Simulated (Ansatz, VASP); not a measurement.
Ga3B2As5 in VASP and in Ansatz

```xyz
10
Lattice="-1.8883 1.8883 13.3522 1.8883 -1.8883 13.3522 1.8883 1.8883 -13.3522" Properties=species:S:1:pos:R:3 pbc="T T T"
Ga    0.0000    0.0000    0.0000
Ga    0.0000    0.0000    5.3409
Ga    0.0000    0.0000   21.3635
B     0.0000    0.0000   16.0226
B     0.0000    0.0000   10.6817
As    0.0000    1.8883    1.3352
As    1.8883    0.0000    4.0057
As    0.0000    1.8883    6.6761
As    1.8883    0.0000    9.3465
As    0.0000    1.8883   12.0170
```

Alike in both runs: task single point; functional PBE; k mesh 6 × 6 × 6; occupations gaussian, width 0.1 eV; no spin polarisation.

|  | VASP | Ansatz |
| --- | --- | --- |
| version | VASP 6.6.1 | Ansatz 0.2.0 |
| potentials or method | VASP PAW PBE potentials, release 64 (Ga_d, B, As), cutoff 520 eV | scalar-relativistic, plane waves, PAW |
| valence electrons in the cell | 70 | 120 |

Ansatz gave:

- gap on the k mesh at the Fermi level (eV): 0.89
- least direct gap on the mesh (eV): 0.89
- pressure (GPa): 4.9
- traceless stress, the component that is largest in VASP (GPa): -0.57
- rms of the force components (eV/Å): 1.213

What did VASP give for the same quantities?

gap on the k mesh at the Fermi level (eV): 0.90; least direct gap on the mesh (eV): 0.90; pressure (GPa): 5.1; traceless stress, the component that is largest in VASP (GPa): -0.57; rms of the force components (eV/Å): 1.218.

Atom by atom the forces differ by 0.005 eV/Å (rms over components). VASP's potentials hold 70 valence electrons a cell and Ansatz's 120, so a difference there can come from the potentials and not from the codes.
